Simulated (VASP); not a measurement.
# Te (Pmc2_1) in VASP: a series of runs

Te is run at these levels: PBE; tasks: single point.

Everything below comes from runs of VASP 6.6.1. Logs are shortened: lines on timing, memory, paths and dates and some standing lists are left out, and cuts for length are marked.

### 1 The cell of the first run

It takes space group Pmc2_1 (No. 26, orthorhombic). Conventional cell: a = 3.067 Å, b = 4.646 Å, c = 8.802 Å, α = 90.00°, β = 90.00°, γ = 90.00°. Te (site symmetry m) has 6 Te at 3.00 to 3.39 Å within 4.0 Å. Te (site symmetry m) has 6 Te at 3.00 to 3.39 Å within 4.0 Å.

### 2 Single point, PBE

File INCAR:

```
SYSTEM = Te
ALGO = Normal ; EDIFF = 1E-6
ENCUT = 520 ; GGA = PE
ISIF = 2 ; ISMEAR = -1
LASPH = .True. ; LCHARG = .False.
LREAL = .False. ; LWAVE = .False.
NBANDS = 20 ; NELM = 100
PREC = Accurate ; SIGMA = 0.05
```

File KPOINTS:

```
k-points
0
Gamma
  9 6 3
  0 0 0
```

File POSCAR:

```
Te
1.0
    3.0668578220      0.0000000000      0.0000000000
    0.0000000000      4.6460867917      0.0000000000
    0.0000000000      0.0000000000      8.8021816731
Te
4
Direct
    0.5000000000      0.0125320000      0.5091860000
    0.5000000000      0.9874680000      0.0091860000
    0.5000000000      0.4547290000      0.2608140000
    0.5000000000      0.5452710000      0.7608140000
```

Potentials or basis: VASP PAW PBE potentials, release 64 (Te).

On the command line:

```
cat potpaw_PBE.64/Te/POTCAR > POTCAR
mpirun -np 1 vasp_std > vasp.out
```

OUTCAR:

```text
SYSTEM = Te
   EDIFF = 1E-6
   ENCUT = 520
   GGA = PE
   ISIF = 2
   ISMEAR = -1
   LASPH = .True.
   LREAL = .False.
   NELM = 100
   PREC = Accurate

 ion  position               nearest neighbor table
   1  0.500  0.013  0.509-   3 3.00   4 3.10   4 3.32   3 3.39
   2  0.500  0.987  0.009-   4 3.00   3 3.10   3 3.32   4 3.39
   3  0.500  0.455  0.261-   1 3.00   2 3.10   2 3.32   1 3.39
   4  0.500  0.545  0.761-   2 3.00   1 3.10   1 3.32   2 3.39

  LATTYP: Found a simple orthorhombic cell.
 ALAT       =     3.0668578220
 B/A-ratio  =     1.5149338709
 C/A-ratio  =     2.8700977300

  Lattice vectors:

 A1 = (   3.0668578220,   0.0000000000,   0.0000000000)
 A2 = (   0.0000000000,   4.6460867917,   0.0000000000)
 A3 = (   0.0000000000,   0.0000000000,   8.8021816731)

Analysis of symmetry for initial positions (statically):
=====================================================================
 Subroutine PRICEL returns:
 Original cell was already a primitive cell.

 Routine SETGRP: Setting up the symmetry group for a
 simple orthorhombic supercell.

 Subroutine GETGRP returns: Found  4 space group operations
 (whereof  2 operations were pure point group operations)
 out of a pool of  8 trial point group operations.

The static configuration has the point symmetry C_1h.
 The point group associated with its full space group is C_2v.

Analysis of symmetry for dynamics (positions and initial velocities):
=====================================================================
 Subroutine PRICEL returns:
 Original cell was already a primitive cell.

 Routine SETGRP: Setting up the symmetry group for a
 simple orthorhombic supercell.

 Subroutine GETGRP returns: Found  4 space group operations
 (whereof  2 operations were pure point group operations)
 out of a pool of  8 trial point group operations.

The dynamic configuration has the point symmetry C_1h.
 The point group associated with its full space group is C_2v.

 Subroutine INISYM returns: Found  4 space group operations
 (whereof  2 operations are pure point group operations),
 and found     1 'primitive' translations

----------------------------------------------------------------------------------------

                                     Primitive cell

  volume of cell :     125.4213

  direct lattice vectors                    reciprocal lattice vectors
     3.066857822  0.000000000  0.000000000     0.326066632  0.000000000  0.000000000
     0.000000000  4.646086792  0.000000000     0.000000000  0.215234894  0.000000000
     0.000000000  0.000000000  8.802181673     0.000000000  0.000000000  0.113608198

  length of vectors
     3.066857822  4.646086792  8.802181673     0.326066632  0.215234894  0.113608198

  position of ions in fractional coordinates (direct lattice)
     0.500000000  0.012532000  0.509186000
     0.500000000  0.987468000  0.009186000
     0.500000000  0.454729000  0.260814000
     0.500000000  0.545271000  0.760814000

  ion indices of the primitive-cell ions
   primitive index   ion index
                 1           1
                 2           2
                 3           3
                 4           4

----------------------------------------------------------------------------------------

 KPOINTS: k-points

Automatic generation of k-mesh.
 Grid dimensions read from file:
 generate k-points for:    9    6    3

 Generating k-lattice:

  Cartesian coordinates                     Fractional coordinates (reciprocal lattice)
     0.036229626  0.000000000  0.000000000     0.111111111  0.000000000  0.000000000
     0.000000000  0.035872482  0.000000000     0.000000000  0.166666667  0.000000000
     0.000000000  0.000000000  0.037869399     0.000000000  0.000000000  0.333333333

  Length of vectors
     0.036229626  0.035872482  0.037869399

  Shift w.r.t. Gamma in fractional coordinates (k-lattice)
     0.000000000  0.000000000  0.000000000

 Subroutine IBZKPT returns following result:
 ===========================================

 Found     40 irreducible k-points:

 Following reciprocal coordinates:
            Coordinates               Weight
  0.000000  0.000000  0.000000      1.000000
  0.111111  0.000000  0.000000      2.000000
  0.222222  0.000000  0.000000      2.000000
  0.333333  0.000000  0.000000      2.000000
  0.444444  0.000000  0.000000      2.000000
  0.000000  0.166667  0.000000      2.000000
[... 16 lines left out ...]
  0.222222  0.000000  0.333333      4.000000
  0.333333  0.000000  0.333333      4.000000
 [... further k-points ...]
   k-points           NKPTS =     40   k-points in BZ     NKDIM =     40   number of bands    NBANDS=     20
   number of dos      NEDOS =    301   number of ions     NIONS =      4
   total plane-waves  NPLWV =  60480
   dimension x,y,z NGX =    24 NGY =   36 NGZ =   70
   dimension x,y,z NGXF=    48 NGYF=   72 NGZF=  140
   ions per type =               4
   NGX,Y,Z   is equivalent  to a cutoff of  13.01, 12.88, 13.22 a.u.
   NGXF,Y,Z  is equivalent  to a cutoff of  26.02, 25.76, 26.44 a.u.
 SYSTEM =  Te
   PREC   = accura    normal or accurate (medium, high low for compatibility)
   ISTART =      0    job   : 0-new  1-cont  2-samecut
   ICHARG =      2    charge: 1-file 2-atom 10-const
   ISPIN  =      1    spin polarized calculation?
   LNONCOLLINEAR =      F non collinear calculations
   LSORBIT =      F    spin-orbit coupling
   LASPH  =      T    aspherical Exc in radial PAW
   ENCUT  =  520.0 eV  38.22 Ry    6.18 a.u.   5.70  8.64 16.37*2*pi/ulx,y,z
   NELM   =    100;   NELMIN=  2; NELMDL= -5     # of ELM steps
   EDIFF  = 0.1E-05   stopping-criterion for ELM
   LREAL  =      F    real-space projection
   EDIFFG = 0.1E-04   stopping-criterion for IOM
   NSW    =      0    number of steps for IOM
   IBRION =     -1    ionic relax: 0-MD 1-quasi-New 2-CG
   NFREE  =      0    steps in history (QN), initial steepest desc. (CG)
   ISIF   =      2    stress and relaxation
   ISYM   =      2    0-nonsym 1-usesym 2-fastsym
   POTIM  = 0.5000    time-step for ionic-motion
   TEBEG  =    0.0;   TEEND  =   0.0 temperature during run
   PSTRESS=    0.0 pullay stress
   NELECT =      24.0000    total number of electrons
   NUPDOWN=      -1.0000    fix difference up-down
   EMIN   =  10.00;   EMAX   =-10.00  energy-range for DOS
   EFERMI =   0.00;   METHOD = LEGACY
   ISMEAR =    -1;   SIGMA  =   0.05  broadening in eV -4-tet -1-fermi 0-gaus
   EFERMI_NEDOS =   21; number of points for ismear=-14 and -15
   IALGO  =     38    algorithm
   IMIX   =      4    mixing-type and parameters
     AMIX     =   0.40;   BMIX     =  1.00
     AMIX_MAG =   1.60;   BMIX_MAG =  1.00
  volume/ion in A,a.u.               =      31.36       211.60
  Fermi-wavevector in a.u.,A,eV,Ry     =   0.943383  1.782736 12.108803  0.889972
  Thomas-Fermi vector in A             =   2.071085
   LORBIT       =      0    0 simple, 1 ext, 2 COOP (PROOUT), +10 PAW based schemes
   GGA     = PE    functional components
   LHFCALC =     F    Hartree Fock is set to
   AEXX    =    0.0000 exact exchange contribution
   IVDW    =     0    specifies the selected vdW correction
   LEPSILON=     F    determine dielectric tensor
   LRPA    =     F    only Hartree local field effects (RPA)
 non-spin polarized calculation
  energy-cutoff  :      520.00
  volume of cell :      125.42
 maximum number of plane-waves:      3427
 NGX is ok and might be reduce to    24
   NGX = 11   NGY = 17   NGZ = 33

 number of electron      24.0000000 magnetization

 Free energy of the ion-electron system (eV)
  ---------------------------------------------------
  ext. energy  EPLUGINS =         0.00000000
  ---------------------------------------------------
  free energy    TOTEN  =       -12.31846421 eV

  energy without entropy =      -12.30475163  energy(sigma->0) =      -12.31160792

 E-fermi :   7.0076     XC(G=0):  -9.4454

 val. band max:        6.9622065841   @ k =   0.4444   0.3333   0.3333
 cond. band min:       7.0468759626   @ k =   0.4444   0.1667   0.3333
 fundamental gap:      0.0846693784
 Fermi energy:         7.0075585679

 k-point     1 :       0.0000    0.0000    0.0000
  band No.  band energies     occupation
      1      -7.0224      2.00000
      2      -5.6600      2.00000
      3      -5.5146      2.00000
      4      -3.4926      2.00000
      5       2.1347      2.00000
      6       2.2935      2.00000
[... 12 lines left out ...]
     19      12.7907      0.00000
     20      13.9609      0.00000

 k-point     2 :       0.1111    0.0000    0.0000
  band No.  band energies     occupation
      1      -6.8519      2.00000
      2      -5.4885      2.00000
      3      -5.3425      2.00000
      4      -3.3156      2.00000
      5       2.2915      2.00000
      6       2.4481      2.00000
[... 12 lines left out ...]
     19      13.0657      0.00000
     20      14.8584      0.00000

 k-point     3 :       0.2222    0.0000    0.0000
  band No.  band energies     occupation
      1      -6.3595      2.00000
      2      -4.9927      2.00000
      3      -4.8442      2.00000
      4      -2.7989      2.00000
      5       2.7303      2.00000
      6       2.8799      2.00000
[... 12 lines left out ...]
     19      13.5926      0.00000
     20      14.3795      0.00000

 k-point     4 :       0.3333    0.0000    0.0000
  band No.  band energies     occupation
      1      -5.6337      2.00000
      2      -4.2583      2.00000
      3      -4.1044      2.00000
      4      -2.0135      2.00000
      5       2.2245      2.00000
      6       3.2865      2.00000
[... 12 lines left out ...]
     19      12.6764      0.00000
     20      13.0945      0.00000

 k-point     5 :       0.4444    0.0000    0.0000
  band No.  band energies     occupation
      1      -4.9690      2.00000
      2      -3.5797      2.00000
      3      -3.4174      2.00000
      4      -1.2476      2.00000
      5       0.7462      2.00000
      6       2.0111      2.00000
[... 12 lines left out ...]
     19      11.4922      0.00000
     20      11.8315      0.00000

 k-point     6 :       0.0000    0.1667    0.0000
  band No.  band energies     occupation
      1      -6.8759      2.00000
      2      -5.6061      2.00000
      3      -5.4509      2.00000
      4      -3.8366      2.00000
      5       2.0157      2.00000
      6       2.2732      2.00000
[... 12 lines left out ...]
     19      13.5915      0.00000
     20      14.2445      0.00000

 k-point     7 :       0.1111    0.1667    0.0000
  band No.  band energies     occupation
      1      -6.7052      2.00000
      2      -5.4345      2.00000
      3      -5.2786      2.00000
      4      -3.6608      2.00000
      5       2.1735      2.00000
      6       2.4328      2.00000
[... 12 lines left out ...]
     19      14.0185      0.00000
     20      15.0604      0.00000
[... 277 lines left out ...]
 k-point    20 :       0.4444    0.5000    0.0000
  band No.  band energies     occupation
      1      -3.9191      2.00000
      2      -3.6464      2.00000
      3      -3.1182      2.00000
      4      -2.7616      2.00000
      5       1.7440      2.00000
      6       1.9429      2.00000
[... 12 lines left out ...]
     19      12.1804      0.00000
     20      12.2154      0.00000

 k-point    21 :       0.0000    0.0000    0.3333
  band No.  band energies     occupation
      1      -6.8528      2.00000
      2      -6.3589      2.00000
      3      -4.6637      2.00000
      4      -3.8410      2.00000
      5       2.2390      2.00000
      6       2.3103      2.00000
[... 12 lines left out ...]
     19      13.6862      0.00000
     20      13.8713      0.00000

 k-point    22 :       0.1111    0.0000    0.3333
  band No.  band energies     occupation
      1      -6.6821      2.00000
      2      -6.1878      2.00000
      3      -4.4903      2.00000
      4      -3.6654      2.00000
      5       2.3958      2.00000
      6       2.4668      2.00000
[... 12 lines left out ...]
     19      14.0490      0.00000
     20      14.2133      0.00000

 k-point    23 :       0.2222    0.0000    0.3333
  band No.  band energies     occupation
      1      -6.1894      2.00000
      2      -5.6938      2.00000
      3      -3.9875      2.00000
      4      -3.1539      2.00000
      5       2.8346      2.00000
      6       2.9047      2.00000
[... 12 lines left out ...]
     19      14.3922      0.00000
     20      14.4576      0.00000

 k-point    24 :       0.3333    0.0000    0.3333
  band No.  band energies     occupation
      1      -5.4627      2.00000
      2      -4.9641      2.00000
      3      -3.2362      2.00000
      4      -2.3816      2.00000
      5       2.3856      2.00000
      6       2.8451      2.00000
[... 12 lines left out ...]
     19      12.5014      0.00000
     20      12.6442      0.00000

 [... further k-points ...]

------------------------ aborting loop because EDIFF is reached ----------------------------------------

  FORCE on cell =-STRESS in cart. coord.  units (eV):
  Direction    XX          YY          ZZ          XY          YZ          ZX
  --------------------------------------------------------------------------------------
  -------------------------------------------------------------------------------------
  Total        3.5158492      2.2656780      2.6253156      0.0000000      0.0000000      0.0000000
  in kB       44.9127380     28.9425954     33.5367370      0.0000000      0.0000000      0.0000000
  external PRESSURE =      35.7973568 kB  Pullay stress =       0.0000000 kB

 VOLUME and BASIS-vectors are now :
 -----------------------------------------------------------------------------
  energy-cutoff  :      520.00
  volume of cell :      125.42
      direct lattice vectors                 reciprocal lattice vectors
     3.066857822  0.000000000  0.000000000     0.326066632  0.000000000  0.000000000
     0.000000000  4.646086792  0.000000000     0.000000000  0.215234894  0.000000000
     0.000000000  0.000000000  8.802181673     0.000000000  0.000000000  0.113608198

 POSITION                                       TOTAL-FORCE (eV/Angst)
 -----------------------------------------------------------------------------------
      1.53343      0.05822      4.48195         0.000000     -0.069578      0.050621
      1.53343      4.58786      0.08086         0.000000      0.069578      0.050621
      1.53343      2.11271      2.29573         0.000000      0.213296     -0.050621
      1.53343      2.53338      6.69682         0.000000     -0.213296     -0.050621
 -----------------------------------------------------------------------------------
    total drift:                               -0.000000      0.000000     -0.000026

  FREE ENERGIE OF THE ION-ELECTRON SYSTEM (eV)
  ---------------------------------------------------
  free  energy   TOTEN  =       -12.3184642134 eV

  energy  without entropy=      -12.3047516268  energy(sigma->0) =      -12.31160792
```

Run time: 2.2 min. Hardware: 1 thread of Intel Xeon 8259CL, shared host; peak memory 0.27 GiB.

What came out:

```yaml
Free_energy: -12.3185 eV
Pressure: 3.6 GPa
Largest_force: 0.219 eV/Å
Band_gap_on_the_k_mesh: zero (bands 12 and 13 overlap by 3.80 eV)
```

Forces in eV/Å, atoms in the order of the input:
```
Te   0.000 -0.070  0.051
Te   0.000  0.070  0.051
Te   0.000  0.213 -0.051
Te   0.000 -0.213 -0.051
```

Caveat: the cell stands under pressure; spin-orbit coupling is left out, which moves the levels of the heavy elements.

(Continued in part 2 of 2.)

The gap in the log of VASP goes by the Fermi energy; the results here count the filled bands.